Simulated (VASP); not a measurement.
Crystal: ZnS.

```
Zn S
1.0
     0.00000    2.69410    2.69410
     2.69410    0.00000    2.69410
     2.69410    2.69410    0.00000
Zn S
1 1
Direct
  0.25000 0.25000 0.25000
  0.00000 0.00000 0.00000
```

Base run:

| Item | Value |
| --- | --- |
| Program | VASP 6.6.1 |
| Functional | PBEsol |
| Potentials or basis | VASP PAW PBE potentials, release 64 (Zn, S) |
| Cutoff | 520 eV |
| k mesh | 6 × 6 × 6 |
| Occupations | gaussian, width 0.01 eV |
| Spin | no spin polarisation |

Its results: band gap on the k mesh 2.01 eV; pressure -1.1 GPa.

Task: The run is repeated on the same cell with these changes: functional from PBEsol to r2SCAN. What comes out?

Result: Band gap on the k mesh 2.71 eV; pressure 0.1 GPa.

Caveats: the PAW data sets were made with another functional, which shifts forces and pressure a little.

